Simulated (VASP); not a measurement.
SnO2: single point with PBEsol

SnO2:

```
Sn O
1.0
    -2.00007    2.00007    5.17492
     2.00007   -2.00007    5.17492
     2.00007    2.00007   -5.17492
Sn O
2 4
Cartesian
  0.0000 2.0001 2.5875
  0.0000 0.0000 0.0000
  0.0000 0.0000 8.2439
  0.0000 2.0001 4.6934
  0.0000 0.0000 2.1060
  0.0000 2.0001 0.4815
```

* Program: VASP 6.6.1
* Task: single point
* Functional: PBEsol
* Potentials or basis: VASP PAW PBE potentials, release 64 (Sn_d, O)
* Cutoff: 520 eV
* k mesh: 8 × 8 × 8
* Occupations: fermi-dirac, width 0.02 eV
* Spin: no spin polarisation
* Dipole correction: no
* Further INCAR settings: ALGO = Normal; EDIFF = 1e-07; NBANDS = 35

```json
{
  "Pressure": "-0.7 GPa",
  "Largest force": "0.221 eV/Å",
  "Band gap on the k mesh": "1.42 eV (least direct gap 1.79 eV)"
}
```

Forces on the atoms (eV/Å):
```
Sn   0.000  0.000  0.000
Sn   0.000  0.000  0.000
O    0.000  0.000  0.221
O    0.000  0.000 -0.221
O    0.000  0.000 -0.221
O    0.000  0.000  0.221
```

Stress tensor (GPa, compression positive):
```
 0.36  0.00  0.00
 0.00  0.36  0.00
 0.00  0.00 -2.77
```

Levels at points of the mesh, in eV from the valence-band top:
| k point | band 24 | band 25 | band 26 | band 27 | band 28 | band 29 |
| --- | --- | --- | --- | --- | --- | --- |
| (0.00, 0.00, 0.00) | -0.67 | -0.37 | -0.37 | 1.42 | 5.34 | 9.16 |
| (0.50, 0.00, 0.00) | -0.74 | -0.57 | -0.40 | 4.79 | 6.01 | 7.74 |
| (0.50, 0.50, 0.00) | -0.85 | -0.04 | -0.04 | 7.17 | 7.17 | 7.50 |
| (0.50, 0.50, 0.50) | -1.01 | -0.27 | -0.27 | 4.04 | 4.04 | 7.48 |

Run time: 3.1 min on 1 thread of Intel(R) Xeon(R) 6975P-C (Granite Rapids), with other jobs on the host, peak memory 0.39 GiB.

Caveat: the PAW data sets were made with another functional, which shifts forces and pressure a little; spin-orbit coupling is left out, which moves the levels of the heavy elements. A k mesh can miss the band edges.
